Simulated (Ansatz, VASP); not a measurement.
**One calculation of Mg5SiSb2, two programs**

```
CELL_PARAMETERS angstrom
4.74061 0.00000 0.00000
0.00000 4.74061 0.00000
0.00000 0.00000 7.58412
ATOMIC_POSITIONS crystal
Mg 0.00000 0.50000 0.00000
Mg 0.50000 0.00000 0.00000
Mg 0.00000 0.00000 0.50000
Mg 0.00000 0.50000 0.50000
Mg 0.50000 0.00000 0.50000
Si 0.00000 0.00000 0.00000
Sb 0.50000 0.50000 0.72305
Sb 0.50000 0.50000 0.27695
```

Alike in both runs: task single point; functional PBE; k mesh 4 × 4 × 2; occupations gaussian, width 0.1 eV; no spin polarisation.

|  | VASP | Ansatz |
| --- | --- | --- |
| version | VASP 6.6.1 | Ansatz 0.2.0 |
| potentials or method | VASP PAW PBE potentials, release 64 (Mg, Si, Sb), cutoff 520 eV | scalar-relativistic, plane waves, PAW |
| valence electrons in the cell | 24 | 84 |

```csv
,VASP,Ansatz,Ansatz less VASP
gap on the k mesh at the Fermi level (eV),none,none,-
pressure (GPa),13.9,13.8,-0.08
"traceless stress, the component that is largest in VASP (GPa)",-12.36,-12.29,+0.070
rms of the force components (eV/Å),0.186,0.182,-0.0037
```

Atom by atom the forces differ by 0.004 eV/Å (rms over components). A gap of «none» marks a metal or a gap that the smearing closes. The functional is the same, so the differences come from potentials, cutoffs and numerics. VASP's potentials hold 24 valence electrons a cell and Ansatz's 84, so a difference there can come from the potentials and not from the codes.

The k mesh is coarse, so the values compare programs but aren't converged. Neither program's run includes spin-orbit coupling.
